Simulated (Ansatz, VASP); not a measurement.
**One calculation of AgI, two programs**

Contents of INCAR:

```
SYSTEM = AgI
ALGO = Normal ; EDIFF = 1E-6
ENCUT = 500 ; GGA = PE
GGA_COMPAT = .FALSE. ; ISIF = 2
ISMEAR = 0 ; LASPH = .TRUE.
LCHARG = .FALSE. ; LREAL = .FALSE.
LWAVE = .FALSE. ; NBANDS = 26
NELM = 120 ; PREC = Accurate
SIGMA = 0.01
```

File KPOINTS:

```
k-points
0
G
  6 6 4
  0 0 0
```

Contents of POSCAR:

```
AgI
1.0
    4.7322615652      0.0000000000      0.0000000000
   -2.3661307826      4.0982587328      0.0000000000
    0.0000000000      0.0000000000      7.7403434666
Ag I
2 2
Direct
    0.6666666667      0.3333333333      0.6276573194
    0.3333333333      0.6666666667      0.1276573194
    0.6666666667      0.3333333333      0.0023426806
    0.3333333333      0.6666666667      0.5023426806
```

Input for Ansatz:

```yaml
crystal:
  lattice:
    - [4.7322615652, 0.0, 0.0]
    - [-2.3661307826, 4.0982587328, 0.0]
    - [0.0, 0.0, 7.7403434666]
  atoms:
    - { symbol: Ag, position: [0.6666666667, 0.3333333333, 0.6276573194] }
    - { symbol: Ag, position: [0.3333333333, 0.6666666667, 0.1276573194] }
    - { symbol: I, position: [0.6666666667, 0.3333333333, 0.0023426806] }
    - { symbol: I, position: [0.3333333333, 0.6666666667, 0.5023426806] }
kpoints:
  mp_grid: { grid: [6, 6, 4] }
hamiltonian:
  xc: pbe
scf:
  occupations: { method: fixed }
  n_extra_bands: 5
output:
  forces: true
  stress: true
  eigenvalues: true
```

Alike in both runs: task single point; functional PBE; k mesh 6 × 6 × 4; no spin polarisation.

|  | VASP | Ansatz |
| --- | --- | --- |
| version | VASP 6.6.1 | Ansatz 0.2.0 |
| potentials or method | VASP PAW PBE potentials, release 64 (Ag, I) | plane waves, PAW |
| plane-wave cutoff (eV) | 500 | 420 |
| occupations | gaussian, width 0.01 eV | fixed |
| valence electrons in the cell | 36 | 72 |

|  | VASP | Ansatz | Ansatz less VASP |
| --- | --- | --- | --- |
| gap on the k mesh at the Fermi level (eV) | 1.37 | 1.37 | -0.002 |
| pressure (GPa) | -0.8 | -0.7 | +0.11 |

VASP's potentials hold 36 valence electrons a cell and Ansatz's 72, so a difference there can come from the potentials and not from the codes.

Spin-orbit coupling is off throughout.
